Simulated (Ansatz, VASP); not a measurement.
Two plane-wave programs on P

```xyz
1
Lattice="4.2729 0.0000 -0.2136 0.0000 4.2729 0.0000 -0.2189 0.0000 4.3780" Properties=species:S:1:pos:R:3 pbc="T T T"
P     0.0000    0.0000    0.0000
```

Change from the starting cell: strain -0.1000 x Voigt [0, 0, 0, 0, 1, 0], atoms carried along.

Alike in both runs: task single point; functional PBEsol; k mesh 12 × 12 × 12; occupations gaussian, width 0.15 eV; no spin polarisation.

|  | VASP | Ansatz |
| --- | --- | --- |
| version | VASP 6.6.1 | Ansatz 0.2.0 |
| potentials or method | VASP PAW PBE potentials, release 64 (P), cutoff 500 eV | scalar-relativistic, plane waves, PAW |
| valence electrons in the cell | 5 | 5 |

|  | VASP | Ansatz | Ansatz less VASP |
| --- | --- | --- | --- |
| gap on the k mesh at the Fermi level (eV) | none | none | - |
| pressure (GPa) | -3.8 | -3.8 | +0.01 |
| traceless stress, the component that is largest in VASP (GPa) | 0.37 | 0.37 | 0.000 |

VASP's potentials were made for PBE, not for PBEsol. A gap of «none» marks a metal or a gap that the smearing closes.
